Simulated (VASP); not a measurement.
# TePb4Se3 (P4/mmm) in VASP: further runs, part 2 of 2

VASP 6.6.1. The steps go on from the part before.

## (3) Single point, PBE

This run uses another cell than the first one, of 31.58 Å³/atom, 1.038 times its volume.

The input, INCAR:

```
SYSTEM = TePb4Se3
PREC = Accurate
ENCUT = 520
EDIFF = 1E-6
ISMEAR = 0
SIGMA = 0.1
LREAL = .False.
LASPH = .True.
NELM = 60
ALGO = Normal
ISIF = 2
LWAVE = .False.
LCHARG = .False.
GGA = PE
NBANDS = 50
```

The input, KPOINTS:

```
Automatic mesh
0
Gamma
  4 4 2
  0 0 0
```

The input, POSCAR:

```
TePb4Se3
1.0
    4.4716667607      0.0000000000      0.0000000000
    0.0000000000      4.4716667607      0.0000000000
    0.0000000000      0.0000000000     12.6338084810
Te Pb Se
1 4 3
Direct
    0.5000000000      0.5000000000      0.5000000000
    0.0000000000      0.0000000000      0.0000000000
    0.5000000000      0.5000000000      0.2421334473
    0.0000000000      0.0000000000      0.5000000000
    0.5000000000      0.5000000000      0.7578665527
    0.0000000000      0.0000000000      0.2475605565
    0.0000000000      0.0000000000      0.7524394435
    0.5000000000      0.5000000000      0.0000000000
```

Potentials or basis: VASP PAW PBE potentials, release 64 (Te, Pb_d, Se).

On the command line:

```
> cat potpaw_PBE.64/Te/POTCAR potpaw_PBE.64/Pb_d/POTCAR potpaw_PBE.64/Se/POTCAR > POTCAR
> mpirun -np 1 vasp_std > vasp.out
```

OUTCAR:

```text
SYSTEM = TePb4Se3
   PREC = Accurate
   ENCUT = 520
   EDIFF = 1E-6
   ISMEAR = 0
   LREAL = .False.
   LASPH = .True.
   NELM = 60
   ISIF = 2
   GGA = PE

 ion  position               nearest neighbor table
   1  0.500  0.500  0.500-   4 3.16   4 3.16   4 3.16   4 3.16   5 3.26   3 3.26
   2  0.000  0.000  0.000-   6 3.13   7 3.13   8 3.16   8 3.16   8 3.16   8 3.16
   3  0.500  0.500  0.242-   8 3.06   6 3.16   6 3.16   6 3.16   6 3.16   1 3.26
   4  0.000  0.000  0.500-   1 3.16   1 3.16   1 3.16   1 3.16   7 3.19   6 3.19
   5  0.500  0.500  0.758-   8 3.06   7 3.16   7 3.16   7 3.16   7 3.16   1 3.26
   6  0.000  0.000  0.248-   2 3.13   3 3.16   3 3.16   3 3.16   3 3.16   4 3.19
   7  0.000  0.000  0.752-   2 3.13   5 3.16   5 3.16   5 3.16   5 3.16   4 3.19
   8  0.500  0.500  0.000-   3 3.06   5 3.06   2 3.16   2 3.16   2 3.16   2 3.16

  LATTYP: Found a simple tetragonal cell.
 ALAT       =     4.4716667607
 C/A-ratio  =     2.8253018745

  Lattice vectors:

 A1 = (   4.4716667607,   0.0000000000,   0.0000000000)
 A2 = (   0.0000000000,   4.4716667607,   0.0000000000)
 A3 = (   0.0000000000,   0.0000000000,  12.6338084810)

Analysis of symmetry for initial positions (statically):
=====================================================================
 Subroutine PRICEL returns:
 Original cell was already a primitive cell.

 Routine SETGRP: Setting up the symmetry group for a
 simple tetragonal supercell.

 Subroutine GETGRP returns: Found 16 space group operations
 (whereof 16 operations were pure point group operations)
 out of a pool of 16 trial point group operations.

The static configuration has the point symmetry D_4h.

Analysis of symmetry for dynamics (positions and initial velocities):
=====================================================================
 Subroutine PRICEL returns:
 Original cell was already a primitive cell.

 Routine SETGRP: Setting up the symmetry group for a
 simple tetragonal supercell.
[... 128 lines left out ...]
   LORBIT       =      0    0 simple, 1 ext, 2 COOP (PROOUT), +10 PAW based schemes
   GGA     = PE    functional components
   LHFCALC =     F    Hartree Fock is set to
   AEXX    =    0.0000 exact exchange contribution
   IVDW    =     0    specifies the selected vdW correction
   LEPSILON=     F    determine dielectric tensor
   LRPA    =     F    only Hartree local field effects (RPA)
 non-spin polarized calculation
 Gauss-broadening in eV      SIGMA  =   0.10
  energy-cutoff  :      520.00
  volume of cell :      252.62
 maximum number of plane-waves:      6848
 NGX is ok and might be reduce to    36
   NGX = 17   NGY = 17   NGZ = 47

 number of electron      79.9999993 magnetization

 Free energy of the ion-electron system (eV)
  ---------------------------------------------------
  ext. energy  EPLUGINS =         0.00000000
  ---------------------------------------------------
  free energy    TOTEN  =       -31.92083476 eV

  energy without entropy =      -31.91979224  energy(sigma->0) =      -31.92031350

 E-fermi :   4.7872     XC(G=0):  -9.2232

 val. band max:        4.6487618229   @ k =   0.5000   0.0000   0.0000
 cond. band min:       4.9254600706   @ k =   0.5000   0.0000   0.0000
 fundamental gap:      0.2766982477
 Fermi energy:         4.7871514973

 k-point     1 :       0.0000    0.0000    0.0000
  band No.  band energies     occupation
      1     -12.2803      2.00000
      2     -12.2647      2.00000
      3     -12.2450      2.00000
      4     -12.2298      2.00000
      5     -12.2298      2.00000
      6     -12.1956      2.00000
[... 625 lines left out ...]
     49       9.8261      0.00000
     50       9.8326      0.00000

------------------------ aborting loop because EDIFF is reached ----------------------------------------

  FORCE on cell =-STRESS in cart. coord.  units (eV):
  Direction    XX          YY          ZZ          XY          YZ          ZX
  --------------------------------------------------------------------------------------
  -------------------------------------------------------------------------------------
  Total       -0.1447829     -0.1447829     -0.3717419      0.0000000      0.0000000     -0.0000000
  in kB       -0.9182367     -0.9182367     -2.3576480      0.0000000      0.0000000     -0.0000000
  external PRESSURE =      -1.3980404 kB  Pullay stress =       0.0000000 kB

 VOLUME and BASIS-vectors are now :
 -----------------------------------------------------------------------------
  energy-cutoff  :      520.00
  volume of cell :      252.62
      direct lattice vectors                 reciprocal lattice vectors
     4.471666761  0.000000000  0.000000000     0.223630260  0.000000000  0.000000000
     0.000000000  4.471666761  0.000000000     0.000000000  0.223630260  0.000000000
     0.000000000  0.000000000 12.633808481     0.000000000  0.000000000  0.079152696

 POSITION                                       TOTAL-FORCE (eV/Angst)
 -----------------------------------------------------------------------------------
      2.23583      2.23583      6.31690         0.000000      0.000000      0.000000
      0.00000      0.00000      0.00000         0.000000      0.000000      0.000000
      2.23583      2.23583      3.05907         0.000000     -0.000000      0.018171
      0.00000      0.00000      6.31690         0.000000      0.000000      0.000000
      2.23583      2.23583      9.57474        -0.000000     -0.000000     -0.018171
      0.00000      0.00000      3.12763         0.000000      0.000000     -0.002707
      0.00000      0.00000      9.50618         0.000000      0.000000      0.002707
      2.23583      2.23583      0.00000         0.000000      0.000000      0.000000
 -----------------------------------------------------------------------------------
    total drift:                                0.000000      0.000000     -0.000000

  FREE ENERGIE OF THE ION-ELECTRON SYSTEM (eV)
  ---------------------------------------------------
  free  energy   TOTEN  =       -31.9208347599 eV

  energy  without entropy=      -31.9197922423  energy(sigma->0) =      -31.92031350
```

OSZICAR:

```text
N       E                     dE             d eps       ncg     rms          rms(c)
DAV:   1     0.888217967336E+03    0.88822E+03   -0.35371E+04  1200   0.163E+03
DAV:   2     0.867889340886E+02   -0.80143E+03   -0.77545E+03  1220   0.442E+02
DAV:   3    -0.256378785082E+02   -0.11243E+03   -0.10707E+03  1554   0.190E+02
DAV:   4    -0.327445585492E+02   -0.71067E+01   -0.70117E+01  1446   0.488E+01
DAV:   5    -0.330749229503E+02   -0.33036E+00   -0.32963E+00  1588   0.102E+01    0.582E+00
DAV:   6    -0.319092131919E+02    0.11657E+01   -0.20863E+00  1682   0.745E+00    0.342E+00
DAV:   7    -0.319135336012E+02   -0.43204E-02   -0.73282E-01  1596   0.303E+00    0.173E+00
DAV:   8    -0.319222854495E+02   -0.87518E-02   -0.71986E-02  1564   0.196E+00    0.301E-01
DAV:   9    -0.319202733887E+02    0.20121E-02   -0.95039E-03  1594   0.633E-01    0.183E-01
DAV:  10    -0.319206714988E+02   -0.39811E-03   -0.20405E-03  1580   0.177E-01    0.783E-02
DAV:  11    -0.319208386191E+02   -0.16712E-03   -0.22588E-04  1434   0.775E-02    0.392E-02
DAV:  12    -0.319208327331E+02    0.58861E-05   -0.29865E-05  1340   0.247E-02    0.205E-02
DAV:  13    -0.319208340990E+02   -0.13660E-05   -0.26567E-05  1472   0.336E-02    0.602E-03
DAV:  14    -0.319208347599E+02   -0.66082E-06   -0.35720E-06  1114   0.854E-03
   1 F= -.31920835E+02 E0= -.31920314E+02  d E =-.104252E-02
```

stdout:

```text
POSCAR found type information on POSCAR TePbSe
 POSCAR found :  3 types and       8 ions
 scaLAPACK will be used
 LDA part: xc-table for (Slater+PW92), standard interpolation
 POSCAR, INCAR and KPOINTS ok, starting setup
 FFT: planning ... GRIDC
 FFT: planning ... GRID_SOFT
 FFT: planning ... GRID
 WAVECAR not read
 entering main loop
```

Run time: 96 s. Hardware: 1 thread of AMD EPYC 9R45 (Zen 5), shared host; peak memory 0.39 GiB.

What came out:

```yaml
Free_energy: -31.9208 eV
Pressure: -0.1 GPa
Largest_force: 0.018 eV/Å
Band_gap_on_the_k_mesh: 0.28 eV, direct
```

Forces in eV/Å, atoms in the order of the input:
```
Te   0.000  0.000  0.000
Pb   0.000  0.000  0.000
Pb   0.000  0.000  0.018
Pb   0.000  0.000  0.000
Pb   0.000  0.000 -0.018
Se   0.000  0.000 -0.003
Se   0.000  0.000  0.003
Se   0.000  0.000  0.000
```

Caveat: spin-orbit coupling is left out, which moves the levels of the heavy elements. A k mesh can miss the band edges.

## (4) Relaxation of cell and atoms, PBE

The input, INCAR:

```
  PREC = Accurate
  ENCUT = 600
  EDIFF = 1E-7
  ISMEAR = 0
  SIGMA = 0.1
  LREAL = F
  LASPH = T
  NELM = 80
  ALGO = Normal
  ISIF = 3
  LWAVE = F
  LCHARG = F
  GGA = PE
  IBRION = 2
  NSW = 90
  EDIFFG = -0.04
```

The input, KPOINTS:

```
regular mesh
0
Gamma
  4 4 2
```

The input, POSCAR:

```
TePb4Se3
1.0
    4.4143445800      0.0000000000      0.0000000000
    0.0000000000      4.4143445800      0.0000000000
    0.0000000000      0.0000000000     12.4856519600
Te Pb Se
1 4 3
Direct
    0.5000000000      0.5000000000      0.5000000000
    0.0000000000      0.0000000000      0.0000000000
    0.5000000000      0.5000000000      0.2500000000
    0.0000000000      0.0000000000      0.5000000000
    0.5000000000      0.5000000000      0.7500000000
    0.0000000000      0.0000000000      0.2500000000
    0.0000000000      0.0000000000      0.7500000000
    0.5000000000      0.5000000000      0.0000000000
```

On the command line:

```
> cat potpaw_PBE.64/Te/POTCAR potpaw_PBE.64/Pb_d/POTCAR potpaw_PBE.64/Se/POTCAR > POTCAR
> mpirun -np 1 vasp_std > vasp.out
```

Run time: 10 min. Hardware: 1 thread of AMD EPYC 9R45 (Zen 5), shared host; peak memory 0.44 GiB.

It converged, with:

```yaml
Free_energy: -31.9201 eV
Relaxed_volume: 31.52 Å³/atom
Relaxed_cell: a = 4.469 Å, b = 4.469 Å, c = 12.626 Å, α = 90.00°, β = 90.00°, γ = 90.00°
Space_group_after_relaxing_to_0.05_Å: P4/mmm (No. 123)
Energy_gained_by_relaxing: 10.3 meV/atom
Ionic_steps: 8
Pressure_after_relaxing: 0.0 GPa
Largest_force_after_relaxing: 0.032 eV/Å
Band_gap_on_the_k_mesh: 0.27 eV, direct
```

Forces on the atoms (eV/Å):
```
Te   0.000  0.000  0.000
Pb   0.000  0.000  0.000
Pb   0.000  0.000  0.006
Pb   0.000  0.000  0.000
Pb   0.000  0.000 -0.006
Se   0.000  0.000 -0.032
Se   0.000  0.000  0.032
Se   0.000  0.000  0.000
```

Stress tensor (GPa, compression positive):
```
 0.01  0.00  0.00
 0.00  0.01  0.00
 0.00  0.00 -0.15
```

The path:
```
step  energy change (eV)  largest force (eV/Å)  pressure (GPa)  volume (Å³)
   1              0.0000                0.4482            1.69       243.30
   2             -0.0562                0.2926           -0.47       254.74
   3             -0.0578                0.3126           -0.19       253.05
   4             -0.0673                0.2392           -0.13       252.66
   5             -0.0801                0.0968            0.05       251.51
   6             -0.0815                0.0735           -0.03       252.03
   7             -0.0818                0.0559           -0.10       252.45
   8             -0.0827                0.0319           -0.05       252.15
```

Final structure:
```xyz
8
Lattice="4.4688 0.0000 0.0000 0.0000 4.4688 0.0000 0.0000 0.0000 12.6263" Properties=species:S:1:pos:R:3 pbc="T T T"
Te    2.2344    2.2344    6.3131
Pb    4.4688    4.4688    0.0000
Pb    2.2344    2.2344    3.0629
Pb    4.4688    4.4688    6.3131
Pb    2.2344    2.2344    9.5634
Se    4.4688    0.0000    3.1354
Se    0.0000    0.0000    9.4908
Se    2.2344    2.2344    0.0000
```

Levels at points of the mesh, in eV from the valence-band top:
| k point | band 38 | band 39 | band 40 | band 41 | band 42 | band 43 |
| --- | --- | --- | --- | --- | --- | --- |
| (0.00, 0.00, 0.00) | -1.58 | -1.50 | -1.38 | 2.29 | 2.39 | 3.66 |
| (0.50, 0.00, 0.00) | -0.73 | -0.13 | 0.00 | 0.27 | 0.54 | 1.40 |
| (0.50, 0.50, 0.00) | -2.82 | -0.75 | -0.54 | 1.75 | 1.83 | 3.70 |
| (0.00, 0.00, 0.50) | -1.77 | -1.07 | -0.73 | 2.34 | 2.61 | 3.75 |
| (0.50, 0.00, 0.50) | -0.66 | -0.59 | -0.24 | 0.88 | 0.91 | 1.01 |
| (0.50, 0.50, 0.50) | -2.04 | -1.94 | -1.84 | 3.39 | 3.56 | 3.75 |

Caveat: spin-orbit coupling is left out, which moves the levels of the heavy elements. A k mesh can miss the band edges.

## (5) Single point, PBE

This run uses another cell than the first one, of 31.49 Å³/atom, 1.035 times its volume.

The input, INCAR:

```
PREC     = Accurate       # precision mode
ENCUT    = 520            # plane-wave cutoff, eV
EDIFF    = 1E-6           # SCF threshold, eV
ISMEAR   = 0              # smearing method
SIGMA    = 0.01           # smearing width, eV
LREAL    = F              # projectors in reciprocal space
LASPH    = T              # aspherical terms in the spheres
NELM     = 60             # most SCF steps
ALGO     = Normal         # electronic algorithm
ISIF     = 2              # what is computed and relaxed
LWAVE    = F              # write WAVECAR
LCHARG   = T              # write CHGCAR
GGA      = PE             # functional
LELF     = T              # ELF
LVHAR    = T            
NBANDS   = 50             # bands
```

The input, KPOINTS:

```
regular mesh
0
Gamma
  8 8 4
```

The input, POSCAR:

```
TePb4Se3
1.0
    4.4692835791      0.0000000000      0.0000000000
    0.0000000000      4.4692835791      0.0000000000
    0.0000000000      0.0000000000     12.6103983679
Te Pb Se
1 4 3
Direct
    0.5000000000      0.5000000000      0.5000000000
    0.0000000000      0.0000000000      0.0000000000
    0.5000000000      0.5000000000      0.2425044260
    0.0000000000      0.0000000000      0.5000000000
    0.5000000000      0.5000000000      0.7574955740
    0.0000000000      0.0000000000      0.2477255848
    0.0000000000      0.0000000000      0.7522744152
    0.5000000000      0.5000000000      0.0000000000
```

On the command line:

```
> cat potpaw_PBE.64/Te/POTCAR potpaw_PBE.64/Pb_d/POTCAR potpaw_PBE.64/Se/POTCAR > POTCAR
> mpirun -np 1 vasp_std > vasp.out
```

It took 8.5 min on 1 thread of Intel Xeon Platinum 8259CL at 2.50GHz (Skylake/Cascade Lake), shared host; peak memory 0.65 GiB.

The run converged. Its results:

| Quantity | Value |
| --- | --- |
| Free energy | -31.9615 eV |
| Pressure | 0.0 GPa |
| Band gap on the k mesh | 0.26 eV, direct |

Levels at points of the mesh, in eV from the valence-band top:
| k point | band 36 | band 37 | band 38 | band 39 | band 40 | band 41 | band 42 | band 43 | band 44 | band 45 |
| --- | --- | --- | --- | --- | --- | --- | --- | --- | --- | --- |
| (0.00, 0.00, 0.00) | -1.68 | -1.59 | -1.59 | -1.50 | -1.39 | 2.28 | 2.40 | 3.65 | 4.26 | 4.26 |
| (0.50, 0.00, 0.00) | -0.93 | -0.81 | -0.74 | -0.14 | 0.00 | 0.26 | 0.53 | 1.40 | 1.41 | 1.47 |
| (0.50, 0.50, 0.00) | -2.86 | -2.86 | -2.84 | -0.75 | -0.54 | 1.75 | 1.83 | 3.70 | 3.70 | 4.57 |
| (0.00, 0.00, 0.50) | -1.84 | -1.78 | -1.78 | -1.09 | -0.73 | 2.35 | 2.62 | 3.75 | 4.02 | 4.17 |
| (0.50, 0.00, 0.50) | -0.95 | -0.76 | -0.67 | -0.61 | -0.24 | 0.87 | 0.90 | 1.00 | 1.32 | 1.57 |
| (0.50, 0.50, 0.50) | -3.11 | -2.15 | -2.07 | -1.94 | -1.85 | 3.38 | 3.59 | 3.76 | 3.80 | 3.96 |

Caveat: spin-orbit coupling is left out, which moves the levels of the heavy elements. A k mesh can miss the band edges.

## (6) The runs side by side

```tsv
task	cell	k mesh	cutoff (eV)	smearing	gap on the mesh (eV)	pressure (GPa)	largest force (eV/Å)
single point	a = 4.414, b = 4.414, c = 12.486 Å, 8 atoms	4 × 4 × 2	520	gaussian 0.1 eV	0.23	1.7	0.45
single point	a = 4.472, b = 4.472, c = 12.634 Å, 8 atoms	4 × 4 × 2	520	gaussian 0.1 eV	0.28	-0.1	0.02
relaxation of cell and atoms	relaxed from a = 4.414, b = 4.414, c = 12.486 Å, 8 atoms	4 × 4 × 2	600	gaussian 0.1 eV	0.27	0.0	0.03
single point	a = 4.469, b = 4.469, c = 12.610 Å, 8 atoms	8 × 8 × 4	520	gaussian 0.01 eV	0.26	0.0	-
```

Alike in all rows: level PBE; potentials or basis VASP PAW PBE potentials, release 64 (Te, Pb_d, Se); no spin polarisation.

Caveats: spin-orbit coupling is left out, which moves the levels of the heavy elements.

Total energies depend on the potentials used, so only differences within one code and one set of settings carry meaning.
